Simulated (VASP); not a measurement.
Crystal: Rb2Tl6Sn.

```
Tl Sn Rb
1.0
     0.00000    5.22544    5.22544
     5.22544    0.00000    5.22544
     5.22544    5.22544    0.00000
Tl Sn Rb
6 1 2
Cartesian
  2.6613 5.2254 5.2254
  5.2254 2.6613 5.2254
  7.7896 5.2254 5.2254
  5.2254 7.7896 5.2254
  5.2254 5.2254 2.6613
  5.2254 5.2254 7.7896
  5.2254 5.2254 5.2254
  2.6127 2.6127 2.6127
  7.8382 7.8382 7.8382
```

Base run:

```yaml
Program: VASP 6.6.1
Functional: PBEsol
Potentials_or_basis: VASP PAW PBE potentials, release 64 (Tl_d, Sn_d, Rb_sv)
Cutoff: 520 eV
k_mesh: 3 × 3 × 3
Occupations: tetrahedron
Spin: no spin polarisation
```

Its results: band gap on the k mesh zero (band 55 reaches 4.86 eV, above the bottom of band 56 at 3.75 eV); pressure 9.3 GPa; largest force 3.652 eV/Å.

Q: The run is repeated on the same cell with these changes: functional from PBEsol to PBE. What comes out?

A: Band gap on the k mesh zero (band 55 reaches 5.05 eV, above the bottom of band 56 at 3.94 eV); pressure 11.9 GPa; largest force 3.904 eV/Å.

PBE binds less tightly than PBEsol, so the same cell stands under more pressure.

Caveats: spin-orbit coupling is left out, which moves the levels of the heavy elements; tetrahedron occupations give inexact forces and stress in metals; the PAW data sets were made with another functional, which shifts forces and pressure a little (some runs); forces of over 1 eV/Å act on the atoms, so gaps and moduli don't describe the material at rest (some runs).
